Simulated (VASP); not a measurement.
**Mn: single point with PBEsol**

Crystal: Mn.

```
Mn
1.0
     0.00000    1.73001    1.73001
     1.73001    0.00000    1.73001
     1.73001    1.73001    0.00000
Mn
1
Direct
  0.00000 0.00000 0.00000
```

This isn't the form of Mn at room conditions, which is a 58-atom cubic cell.

```
Program                : VASP 6.6.1
Task                   : single point
Functional             : PBEsol
Potentials or basis    : VASP PAW PBE potentials, release 64 (Mn_pv)
Cutoff                 : 500 eV
k mesh                 : 8 × 8 × 8
Occupations            : gaussian, width 0.1 eV
Spin                   : collinear spin, ferromagnetic start
Starting moments       : [1.65] μB
Dipole correction      : no
Further INCAR settings : ALGO = Normal; EDIFF = 1e-06; NBANDS = 16
```

* Pressure: -0.5 GPa
* Net moment: 0.00 μB per cell
* Valence electrons inside the program's atomic spheres: Mn 12.07

Levels at points of the mesh, in eV from the Fermi level:
Spin up:
| k point | band 4 | band 5 | band 6 | band 7 | band 8 | band 9 | band 10 | band 11 |
| --- | --- | --- | --- | --- | --- | --- | --- | --- |
| (0.00, 0.00, 0.00) | -8.56 | -1.26 | -1.26 | -1.26 | 0.51 | 0.51 | 21.58 | 27.61 |
| (0.50, 0.00, 0.00) | -4.80 | -1.40 | -1.40 | 0.47 | 1.76 | 1.76 | 9.40 | 20.40 |
| (0.50, 0.50, 0.00) | -5.04 | -4.19 | 1.72 | 2.10 | 2.10 | 3.60 | 12.68 | 16.21 |
Spin down:
| k point | band 5 | band 6 | band 7 | band 8 | band 9 | band 10 |
| --- | --- | --- | --- | --- | --- | --- |
| (0.00, 0.00, 0.00) | -1.26 | -1.26 | -1.26 | 0.51 | 0.51 | 21.58 |
| (0.50, 0.00, 0.00) | -1.40 | -1.40 | 0.47 | 1.76 | 1.76 | 9.40 |
| (0.50, 0.50, 0.00) | -4.19 | 1.71 | 2.10 | 2.10 | 3.60 | 12.68 |

Wall time 10 s on 1 thread of Intel(R) Xeon(R) Platinum 8488C (Sapphire Rapids), with other jobs on the host, peak memory 0.12 GiB.

Caveat: the k points lie up to 0.39 Å⁻¹ apart; the PAW data sets were made with another functional, which shifts forces and pressure a little.
